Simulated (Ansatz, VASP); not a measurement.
**GaAs in VASP and in Ansatz**

INCAR

```
PREC = Accurate
ENCUT = 520
EDIFF = 1E-6
ISMEAR = -1
SIGMA = 0.05
LREAL = F
LASPH = T
NELM = 80
ALGO = Normal
ISIF = 2
LWAVE = F
LCHARG = T
GGA = CA
LELF = T
LVHAR = T
NBANDS = 16
```

Contents of KPOINTS:

```
Automatic mesh
0
Gamma
  11 11 11
```

File POSCAR:

```
GaAs
1.0
    0.0000000000      2.8833870000      2.8268500000
    2.8833870000      0.0000000000      2.8268500000
    2.8833870000      2.8833870000      0.0000000000
Ga As
1 1
Direct
    0.0000000000      0.0000000000      0.0000000000
    0.7500000000      0.7500000000      0.7500000000
```

Input for Ansatz:

```yaml
crystal:
  lattice:
    - [0.0, 2.883387, 2.82685]
    - [2.883387, 0.0, 2.82685]
    - [2.883387, 2.883387, 0.0]
  atoms:
    - { symbol: Ga, position: [0.0, 0.0, 0.0] }
    - { symbol: As, position: [0.75, 0.75, 0.75] }
kpoints:
  mp_grid: { grid: [11, 11, 11] }
  band_path:
    path:
      - [0.0, 0.0, 0.0]
      - [0.0, 0.5, 0.5]
      - [0.25, 0.75, 0.5]
      - [0.0, 0.5, 0.0]
      - [0.0, 0.0, 0.0]
      - [0.5, 0.5, 0.0]
      - [0.38005, 0.61995, 0.0]
      - [-0.38005, 0.38005, 0.0]
      - [0.0, 0.0, 0.0]
    npoints: 5
scf:
  occupations: { method: fermi_dirac, width: 0.05 }
hamiltonian:
  xc: lda
  pseudopotentials: { kind: all_electron, lapw: { basis_error: 0.0005 } }
output:
  forces: true
  stress: true
  eigenvalues: true
```

Change from the starting cell: equal xx and yy strain of +2 %.

Alike in both runs: task single point; functional LDA; k mesh 11 × 11 × 11; occupations fermi-dirac, width 0.05 eV; no spin polarisation.

```csv
,VASP,Ansatz
version,VASP 6.6.1,Ansatz 0.2.0
potentials or method,"VASP PAW LDA potentials, release 64 (Ga_d, As), cutoff 520 eV","all-electron LAPW, scalar-relativistic"
```

```tsv
	VASP	Ansatz	Ansatz less VASP
pressure (GPa)	-4.0	-4.2	-0.20
traceless stress, the component that is largest in VASP (GPa)	0.78	0.78	+0.001
```

LDA's correlation is that of Perdew and Zunger in VASP and of Perdew and Wang (1992) in Ansatz. Ansatz ran all-electron here, and VASP with PAW potentials.
